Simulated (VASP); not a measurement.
Ga4AsP3 (an interface model), 8 atoms in the cell. The cell holds layers of an interface, 8 atoms: a = 4.002 Å, b = 5.660 Å, c = 7.593 Å, α = 90.00°, β = 90.00°, γ = 90.00°. 

- Program: VASP 6.6.1
- Task: single point
- Functional: PBEsol
- Potentials or basis: VASP PAW PBE potentials, release 64 (Ga_d, P, As)
- Cutoff: 520 eV
- k mesh: 4 × 3 × 2
- Occupations: fermi-dirac, width 0.05 eV
- Spin: no spin polarisation
- Dipole correction: no
- Further INCAR settings: ALGO = Normal; EDIFF = 1e-06; NBANDS = 46

Potentials or basis: VASP PAW PBE potentials, release 64 (Ga_d, P, As).

Launch:

```sh
$ cat potpaw_PBE.64/Ga_d/POTCAR potpaw_PBE.64/P/POTCAR potpaw_PBE.64/As/POTCAR > POTCAR
$ mpirun -np 1 vasp_std > vasp.out
```

Hardware: 1 thread of Intel Xeon 8259CL (shared host).

Problem. Estimate the wall time of this run.

Solution. It took 2.7 min on 1 thread of Intel Xeon 8259CL, on a shared host, peak memory 0.3 GiB. Counts: scf iterations 15, k points 14.
